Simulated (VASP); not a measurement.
# Hg (P6/mmm) in VASP: a series of runs

Runs on Hg. Level: PBE. Tasks: single point.

Program: VASP 6.6.1. These are calculated values, not measurements. Logs are shortened: lines on timing, memory, paths and dates and some standing lists are left out, and cuts for length are marked.

**1. The cell of the first run**

Symmetry: P6/mmm, No. 191, hexagonal system. The conventional cell has a = 4.447 Å, b = 4.447 Å, c = 3.791 Å, α = 90.00°, β = 90.00°, γ = 120.00°. Within 3.4 Å of Hg (site symmetry -6m2) lie 9 Hg at 2.57 to 3.19 Å. Within 4.2 Å of Hg (site symmetry 6/mmm) lie 14 Hg at 3.19 to 3.79 Å.

**2. Single point, PBE**

INCAR

```
PREC = Accurate ; ENCUT = 550
EDIFF = 1E-6 ; ISMEAR = 0
SIGMA = 0.05 ; LREAL = F
LASPH = T ; NELM = 120
ALGO = Normal ; ISIF = 2
LWAVE = F ; LCHARG = T
GGA = PE ; LELF = T
LVHAR = T ; NBANDS = 37
GGA_COMPAT = F
```

KPOINTS

```
regular mesh
0
Gamma
  9 9 10
```

POSCAR

```
Hg
1.0
    4.4473209336      0.0000000000      0.0000000000
   -2.2236604668      3.8514929073      0.0000000000
    0.0000000000      0.0000000000      3.7909982407
Hg
3
Direct
    0.3333333333      0.6666666667      0.5000000000
    0.0000000000      0.0000000000      0.0000000000
    0.6666666667      0.3333333333      0.5000000000
```

Potentials or basis: VASP PAW PBE potentials, release 64 (Hg_sv_GW).

Started as:

```console
> cat potpaw_PBE.64/Hg_sv_GW/POTCAR > POTCAR
> mpirun -np 1 vasp_std > vasp.out
```

OUTCAR:

```text
PREC = Accurate
   ENCUT = 550
   EDIFF = 1E-6
   ISMEAR = 0
   LREAL = F
   LASPH = T
   NELM = 120
   ISIF = 2
   GGA = PE

 ion  position               nearest neighbor table
   1  0.333  0.667  0.500-   3 2.57   3 2.57   3 2.57   2 3.19   2 3.19   2 3.19   2 3.19   2 3.19
                             2 3.19
   2  0.000  0.000  0.000-   1 3.19   3 3.19   1 3.19   3 3.19   3 3.19   3 3.19   1 3.19   1 3.19
                             3 3.19   3 3.19   1 3.19   1 3.19
   3  0.667  0.333  0.500-   1 2.57   1 2.57   1 2.57   2 3.19   2 3.19   2 3.19   2 3.19   2 3.19
                             2 3.19

  LATTYP: Found a hexagonal cell.
 ALAT       =     4.4473209336
 C/A-ratio  =     0.8524229075

  Lattice vectors:

 A1 = (   4.4473209336,   0.0000000000,   0.0000000000)
 A2 = (  -2.2236604668,   3.8514929073,   0.0000000000)
 A3 = (   0.0000000000,   0.0000000000,   3.7909982407)

Analysis of symmetry for initial positions (statically):
=====================================================================
 Subroutine PRICEL returns:
 Original cell was already a primitive cell.

 Routine SETGRP: Setting up the symmetry group for a
 hexagonal supercell.

 Subroutine GETGRP returns: Found 24 space group operations
 (whereof 24 operations were pure point group operations)
 out of a pool of 24 trial point group operations.

The static configuration has the point symmetry D_6h.

Analysis of symmetry for dynamics (positions and initial velocities):
=====================================================================
 Subroutine PRICEL returns:
 Original cell was already a primitive cell.

 Routine SETGRP: Setting up the symmetry group for a
 hexagonal supercell.

 Subroutine GETGRP returns: Found 24 space group operations
 (whereof 24 operations were pure point group operations)
 out of a pool of 24 trial point group operations.

The dynamic configuration has the point symmetry D_6h.

 Subroutine INISYM returns: Found 24 space group operations
 (whereof 24 operations are pure point group operations),
 and found     1 'primitive' translations

----------------------------------------------------------------------------------------

                                     Primitive cell

  volume of cell :      64.9353

  direct lattice vectors                    reciprocal lattice vectors
     4.447320934  0.000000000  0.000000000     0.224854472  0.129819790  0.000000000
    -2.223660467  3.851492907  0.000000000     0.000000000  0.259639580  0.000000000
     0.000000000  0.000000000  3.790998241     0.000000000  0.000000000  0.263782766

  length of vectors
     4.447320934  4.447320934  3.790998241     0.259639580  0.259639580  0.263782766

  position of ions in fractional coordinates (direct lattice)
     0.333333333  0.666666667  0.500000000
     0.000000000  0.000000000  0.000000000
     0.666666667  0.333333333  0.500000000

  ion indices of the primitive-cell ions
   primitive index   ion index
                 1           1
                 2           2
                 3           3

----------------------------------------------------------------------------------------

 KPOINTS: regular mesh

Automatic generation of k-mesh.
 Grid dimensions read from file:
 generate k-points for:    9    9   10

 Generating k-lattice:

  Cartesian coordinates                     Fractional coordinates (reciprocal lattice)
     0.024983830  0.014424421  0.000000000     0.111111111 -0.000000000  0.000000000
     0.000000000  0.028848842  0.000000000     0.000000000  0.111111111  0.000000000
     0.000000000  0.000000000  0.026378277     0.000000000  0.000000000  0.100000000

  Length of vectors
     0.028848842  0.028848842  0.026378277

  Shift w.r.t. Gamma in fractional coordinates (k-lattice)
     0.000000000  0.000000000  0.000000000

 Subroutine IBZKPT returns following result:
 ===========================================

 Found     72 irreducible k-points:

 Following reciprocal coordinates:
            Coordinates               Weight
  0.000000  0.000000  0.000000      1.000000
  0.111111  0.000000  0.000000      6.000000
  0.222222  0.000000  0.000000      6.000000
  0.333333  0.000000  0.000000      6.000000
  0.444444  0.000000  0.000000      6.000000
  0.111111  0.111111  0.000000      6.000000
[... 16 lines left out ...]
  0.333333  0.222222  0.100000     24.000000
  0.333333  0.333333  0.100000      4.000000
 [... further k-points ...]
   k-points           NKPTS =     72   k-points in BZ     NKDIM =     72   number of bands    NBANDS=     37
   number of dos      NEDOS =    301   number of ions     NIONS =      3
   total plane-waves  NPLWV =  38880
   dimension x,y,z NGX =    36 NGY =   36 NGZ =   30
   dimension x,y,z NGXF=    72 NGYF=   72 NGZF=   60
   ions per type =               3
   NGX,Y,Z   is equivalent  to a cutoff of  13.46, 13.46, 13.16 a.u.
   NGXF,Y,Z  is equivalent  to a cutoff of  26.91, 26.91, 26.31 a.u.
 SYSTEM =  unknown system
   PREC   = accura    normal or accurate (medium, high low for compatibility)
   ISTART =      0    job   : 0-new  1-cont  2-samecut
   ICHARG =      2    charge: 1-file 2-atom 10-const
   ISPIN  =      1    spin polarized calculation?
   LNONCOLLINEAR =      F non collinear calculations
   LSORBIT =      F    spin-orbit coupling
   LASPH  =      T    aspherical Exc in radial PAW
   ENCUT  =  550.0 eV  40.42 Ry    6.36 a.u.   8.50  8.50  7.25*2*pi/ulx,y,z
   NELM   =    120;   NELMIN=  2; NELMDL= -5     # of ELM steps
   EDIFF  = 0.1E-05   stopping-criterion for ELM
   LREAL  =      F    real-space projection
[... 7 lines left out ...]
   TEBEG  =    0.0;   TEEND  =   0.0 temperature during run
   PSTRESS=    0.0 pullay stress
   NELECT =      60.0000    total number of electrons
   NUPDOWN=      -1.0000    fix difference up-down
   EMIN   =  10.00;   EMAX   =-10.00  energy-range for DOS
   EFERMI =   0.00;   METHOD = LEGACY
   ISMEAR =     0;   SIGMA  =   0.05  broadening in eV -4-tet -1-fermi 0-gaus
   EFERMI_NEDOS =   21; number of points for ismear=-14 and -15
   IALGO  =     38    algorithm
   IMIX   =      4    mixing-type and parameters
     AMIX     =   0.40;   BMIX     =  1.00
     AMIX_MAG =   1.60;   BMIX_MAG =  1.00
  volume/ion in A,a.u.               =      21.65       146.07
  Fermi-wavevector in a.u.,A,eV,Ry     =   1.594526  3.013217 34.592980  2.542512
  Thomas-Fermi vector in A             =   2.692586
   LORBIT       =      0    0 simple, 1 ext, 2 COOP (PROOUT), +10 PAW based schemes
   GGA     = PE    functional components
   LHFCALC =     F    Hartree Fock is set to
   AEXX    =    0.0000 exact exchange contribution
   IVDW    =     0    specifies the selected vdW correction
   LEPSILON=     F    determine dielectric tensor
   LRPA    =     F    only Hartree local field effects (RPA)
 non-spin polarized calculation
 Gauss-broadening in eV      SIGMA  =   0.05
  energy-cutoff  :      550.00
  volume of cell :       64.94
 maximum number of plane-waves:      1941
 NGX is ok and might be reduce to    36
   NGX = 17   NGY = 17   NGZ = 15

 number of electron      59.9999970 magnetization

 Free energy of the ion-electron system (eV)
  ---------------------------------------------------
  ext. energy  EPLUGINS =         0.00000000
  ---------------------------------------------------
  free energy    TOTEN  =         0.82412126 eV

  energy without entropy =        0.82638455  energy(sigma->0) =        0.82525291

 E-fermi :   7.3251     XC(G=0): -11.7667

 val. band max:        7.2984720364   @ k =   0.3333   0.1111   0.3000
 cond. band min:       7.3404791822   @ k =   0.4444   0.0000   0.2000
 fundamental gap:      0.0420071458
 Fermi energy:         7.3251458594

 k-point     1 :       0.0000    0.0000    0.0000
  band No.  band energies     occupation
      1    -108.4822      2.00000
      2    -108.4591      2.00000
      3    -107.8950      2.00000
      4     -56.9684      2.00000
      5     -56.9684      2.00000
      6     -56.7751      2.00000
[... 29 lines left out ...]
     36      15.4614      0.00000
     37      20.2970      0.00000

 k-point     2 :       0.1111    0.0000    0.0000
  band No.  band energies     occupation
      1    -108.4816      2.00000
      2    -108.4597      2.00000
      3    -107.8950      2.00000
      4     -56.9701      2.00000
      5     -56.9633      2.00000
      6     -56.7740      2.00000
[... 29 lines left out ...]
     36      15.6292      0.00000
     37      19.4405      0.00000

 k-point     3 :       0.2222    0.0000    0.0000
  band No.  band energies     occupation
      1    -108.4798      2.00000
      2    -108.4614      2.00000
      3    -107.8950      2.00000
      4     -56.9744      2.00000
      5     -56.9495      2.00000
      6     -56.7741      2.00000
[... 29 lines left out ...]
     36      16.5818      0.00000
     37      17.9682      0.00000

 k-point     4 :       0.3333    0.0000    0.0000
  band No.  band energies     occupation
      1    -108.4773      2.00000
      2    -108.4640      2.00000
      3    -107.8950      2.00000
      4     -56.9790      2.00000
      5     -56.9304      2.00000
      6     -56.7935      2.00000
[... 29 lines left out ...]
     36      16.2936      0.00000
     37      16.6084      0.00000
[... 683 lines left out ...]
      1    -108.4758      2.00000
      2    -108.4655      2.00000
      3    -107.8950      2.00000
      4     -56.9837      2.00000
      5     -56.9139      2.00000
      6     -56.8102      2.00000
[... 29 lines left out ...]
     36      16.4058      0.00000
     37      18.0011      0.00000

 k-point    23 :       0.3333    0.2222    0.1000
  band No.  band energies     occupation
      1    -108.4733      2.00000
      2    -108.4680      2.00000
      3    -107.8950      2.00000
      4     -56.9872      2.00000
      5     -56.8911      2.00000
      6     -56.8332      2.00000
[... 29 lines left out ...]
     36      16.7844      0.00000
     37      17.1027      0.00000

 k-point    24 :       0.3333    0.3333    0.1000
  band No.  band energies     occupation
      1    -108.4707      2.00000
      2    -108.4707      2.00000
      3    -107.8950      2.00000
      4     -56.9891      2.00000
      5     -56.8622      2.00000
      6     -56.8622      2.00000
[... 29 lines left out ...]
     36      15.1000      0.00000
     37      17.4150      0.00000

 [... further k-points ...]
[... 5 lines left out ...]
  --------------------------------------------------------------------------------------
  -------------------------------------------------------------------------------------
  Total       10.4767692     10.4767692      2.7177961      0.0000000      0.0000000      0.0000000
  in kB      258.4977719    258.4977719     67.0573371      0.0000000      0.0000000      0.0000000
  external PRESSURE =     194.6842936 kB  Pullay stress =       0.0000000 kB

 VOLUME and BASIS-vectors are now :
 -----------------------------------------------------------------------------
  energy-cutoff  :      550.00
  volume of cell :       64.94
      direct lattice vectors                 reciprocal lattice vectors
     4.447320934  0.000000000  0.000000000     0.224854472  0.129819790  0.000000000
    -2.223660467  3.851492907  0.000000000     0.000000000  0.259639580  0.000000000
     0.000000000  0.000000000  3.790998241     0.000000000  0.000000000  0.263782766

 POSITION                                       TOTAL-FORCE (eV/Angst)
 -----------------------------------------------------------------------------------
     -0.00000      2.56766      1.89550         0.000000     -0.000000      0.000000
      0.00000      0.00000      0.00000        -0.000000     -0.000000      0.000000
      2.22366      1.28383      1.89550        -0.000000      0.000000      0.000000
 -----------------------------------------------------------------------------------
    total drift:                                0.000000     -0.000000     -0.000000

  FREE ENERGIE OF THE ION-ELECTRON SYSTEM (eV)
  ---------------------------------------------------
  free  energy   TOTEN  =         0.8241212571 eV

  energy  without entropy=        0.8263845548  energy(sigma->0) =        0.82525291
```

Wall time 3.6 min (1 thread of Intel Xeon Platinum 8259CL at 2.50GHz (Skylake/Cascade Lake), shared host); peak memory 0.3 GiB.

Results:

```
Free energy            : 0.8241 eV
Pressure               : 19.5 GPa
Band gap on the k mesh : zero (bands 30 and 31 overlap by 6.43 eV)
```

Caveat: the stress differs along the axes, from 7 to 26 GPa; spin-orbit coupling is left out, which moves the levels of the heavy elements.

**3. Single point, PBE**

This run uses another cell than the first one, of 23.03 Å³/atom.

INCAR

```
ALGO = Normal ; EDIFF = 1E-6
ENCUT = 550 ; GGA = PE
GGA_COMPAT = F ; ISIF = 2
ISMEAR = 0 ; LASPH = T
LCHARG = F ; LREAL = F
LWAVE = F ; NBANDS = 37
NELM = 120 ; PREC = Accurate
SIGMA = 0.05
```

KPOINTS

```
k-points
0
Gamma
  9 9 10
```

POSCAR

```
Hg
1.0
    4.5400000000      0.0000000000      0.0000000000
   -2.2700000000      3.9317553332      0.0000000000
    0.0000000000      0.0000000000      3.8700000000
Hg
3
Direct
    0.3333333333      0.6666666667      0.5000000000
    0.0000000000      0.0000000000      0.0000000000
    0.6666666667      0.3333333333      0.5000000000
```

Potentials or basis: VASP PAW PBE potentials, release 64 (Hg_sv_GW).

Started as:

```console
> cat potpaw_PBE.64/Hg_sv_GW/POTCAR > POTCAR
> mpirun -np 1 vasp_std > vasp.out
```

OUTCAR:

```text
EDIFF = 1E-6
   ENCUT = 550
   GGA = PE
   ISIF = 2
   ISMEAR = 0
   LASPH = T
   LREAL = F
   NELM = 120
   PREC = Accurate

 ion  position               nearest neighbor table
   1  0.333  0.667  0.500-   3 2.62   3 2.62   3 2.62   2 3.26   2 3.26   2 3.26   2 3.26   2 3.26
                             2 3.26
   2  0.000  0.000  0.000-   1 3.26   3 3.26   1 3.26   3 3.26   3 3.26   3 3.26   1 3.26   1 3.26
                             3 3.26   3 3.26   1 3.26   1 3.26
   3  0.667  0.333  0.500-   1 2.62   1 2.62   1 2.62   2 3.26   2 3.26   2 3.26   2 3.26   2 3.26
                             2 3.26

  LATTYP: Found a hexagonal cell.
 ALAT       =     4.5400000000
 C/A-ratio  =     0.8524229075

  Lattice vectors:

 A1 = (   4.5400000000,   0.0000000000,   0.0000000000)
 A2 = (  -2.2700000000,   3.9317553332,   0.0000000000)
 A3 = (   0.0000000000,   0.0000000000,   3.8700000000)

Analysis of symmetry for initial positions (statically):
=====================================================================
 Subroutine PRICEL returns:
 Original cell was already a primitive cell.

 Routine SETGRP: Setting up the symmetry group for a
 hexagonal supercell.

 Subroutine GETGRP returns: Found 24 space group operations
 (whereof 24 operations were pure point group operations)
 out of a pool of 24 trial point group operations.

The static configuration has the point symmetry D_6h.

Analysis of symmetry for dynamics (positions and initial velocities):
=====================================================================
 Subroutine PRICEL returns:
 Original cell was already a primitive cell.

 Routine SETGRP: Setting up the symmetry group for a
 hexagonal supercell.

 Subroutine GETGRP returns: Found 24 space group operations
 (whereof 24 operations were pure point group operations)
 out of a pool of 24 trial point group operations.

The dynamic configuration has the point symmetry D_6h.

[... 110 lines left out ...]
   PSTRESS=    0.0 pullay stress
   NELECT =      60.0000    total number of electrons
   NUPDOWN=      -1.0000    fix difference up-down
   EMIN   =  10.00;   EMAX   =-10.00  energy-range for DOS
   EFERMI =   0.00;   METHOD = LEGACY
   ISMEAR =     0;   SIGMA  =   0.05  broadening in eV -4-tet -1-fermi 0-gaus
   EFERMI_NEDOS =   21; number of points for ismear=-14 and -15
   IALGO  =     38    algorithm
   IMIX   =      4    mixing-type and parameters
     AMIX     =   0.40;   BMIX     =  1.00
     AMIX_MAG =   1.60;   BMIX_MAG =  1.00
  volume/ion in A,a.u.               =      23.03       155.39
  Fermi-wavevector in a.u.,A,eV,Ry     =   1.561975  2.951705 33.195041  2.439767
  Thomas-Fermi vector in A             =   2.664962
   LORBIT       =      0    0 simple, 1 ext, 2 COOP (PROOUT), +10 PAW based schemes
   GGA     = PE    functional components
   LHFCALC =     F    Hartree Fock is set to
   AEXX    =    0.0000 exact exchange contribution
   IVDW    =     0    specifies the selected vdW correction
   LEPSILON=     F    determine dielectric tensor
   LRPA    =     F    only Hartree local field effects (RPA)
 non-spin polarized calculation
 Gauss-broadening in eV      SIGMA  =   0.05
  energy-cutoff  :      550.00
  volume of cell :       69.08
 maximum number of plane-waves:      2045
 NGX is ok and might be reduce to    36
   NGX = 17   NGY = 17   NGZ = 15

 number of electron      60.0000012 magnetization

 Free energy of the ion-electron system (eV)
  ---------------------------------------------------
  ext. energy  EPLUGINS =         0.00000000
  ---------------------------------------------------
  free energy    TOTEN  =         0.39688174 eV

  energy without entropy =        0.39859329  energy(sigma->0) =        0.39773751

 E-fermi :   6.5965     XC(G=0): -11.3909

 val. band max:        6.5411725788   @ k =   0.3333   0.1111   0.4000
 cond. band min:       6.6148631715   @ k =   0.3333   0.1111   0.3000
 fundamental gap:      0.0736905927
 Fermi energy:         6.5964831717

 k-point     1 :       0.0000    0.0000    0.0000
  band No.  band energies     occupation
      1    -109.0538      2.00000
      2    -109.0367      2.00000
      3    -108.4715      2.00000
      4     -57.5096      2.00000
      5     -57.5096      2.00000
      6     -57.3511      2.00000
[... 949 lines left out ...]
     36      14.0241      0.00000
     37      16.2923      0.00000

 [... further k-points ...]
[... 5 lines left out ...]
  --------------------------------------------------------------------------------------
  -------------------------------------------------------------------------------------
  Total        7.5861105      7.5861105      1.6687209      0.0000000     -0.0000000      0.0000000
  in kB      175.9448025    175.9448025     38.7026743      0.0000000     -0.0000000      0.0000000
  external PRESSURE =     130.1974265 kB  Pullay stress =       0.0000000 kB

 VOLUME and BASIS-vectors are now :
 -----------------------------------------------------------------------------
  energy-cutoff  :      550.00
  volume of cell :       69.08
      direct lattice vectors                 reciprocal lattice vectors
     4.540000000  0.000000000  0.000000000     0.220264317  0.127169663  0.000000000
    -2.270000000  3.931755333  0.000000000     0.000000000  0.254339326  0.000000000
     0.000000000  0.000000000  3.870000000     0.000000000  0.000000000  0.258397933

 POSITION                                       TOTAL-FORCE (eV/Angst)
 -----------------------------------------------------------------------------------
     -0.00000      2.62117      1.93500        -0.000000      0.000000     -0.000000
      0.00000      0.00000      0.00000         0.000000      0.000000      0.000000
      2.27000      1.31059      1.93500         0.000000     -0.000000      0.000000
 -----------------------------------------------------------------------------------
    total drift:                                0.000000     -0.000000     -0.000000

  FREE ENERGIE OF THE ION-ELECTRON SYSTEM (eV)
  ---------------------------------------------------
  free  energy   TOTEN  =         0.3968817359 eV

  energy  without entropy=        0.3985932916  energy(sigma->0) =        0.39773751
```

Wall time 4 min (1 thread of AMD EPYC 7R43 (Zen 3), shared host); peak memory 0.27 GiB.

What came out:

```
Free energy            : 0.3969 eV
Pressure               : 13.0 GPa
Band gap on the k mesh : zero (bands 30 and 31 overlap by 6.09 eV)
```

Levels at points of the mesh, in eV from the Fermi level:
```tsv
k point	band 28	band 29	band 30	band 31	band 32	band 33
(0.00, 0.00, 0.00)	-6.06	0.31	1.86	2.55	3.53	3.53
(0.00, 0.00, 0.50)	-6.17	-5.27	4.14	4.15	4.15	4.67
```

Caveat: the stress differs along the axes, from 4 to 18 GPa; spin-orbit coupling is left out, which moves the levels of the heavy elements.

The gap in the log of VASP goes by the Fermi energy; the results here count the filled bands.